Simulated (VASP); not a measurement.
Here is a VASP 6.6.1 calculation.

The input INCAR:

```
SYSTEM = Na
PREC = Accurate
ENCUT = 520
EDIFF = 1E-7
ISMEAR = -1
SIGMA = 0.1
LREAL = .FALSE.
LASPH = .TRUE.
NELM = 100
ALGO = Normal
ISIF = 2
LWAVE = .FALSE.
LCHARG = .FALSE.
GGA = CA
NBANDS = 10
```

File KPOINTS:

```
Automatic mesh
0
G
  11 11 11
  0 0 0
```

File POSCAR:

```
Na
1.0
   -2.0287155323      2.0287155323      2.0287155323
    2.0287155323     -2.0287155323      2.0287155323
    2.0287155323      2.0287155323     -2.0287155323
Na
1
Direct
    0.0000000000      0.0000000000      0.0000000000
```

Potentials or basis: VASP PAW LDA potentials, release 64 (Na_pv).

The run is started by

```console
$ cat potpaw_LDA.64/Na_pv/POTCAR > POTCAR
$ mpirun -np 1 vasp_std > vasp.out
```

**Question.** What does it give for the pressure?

**Answer.** 0.0 GPa.
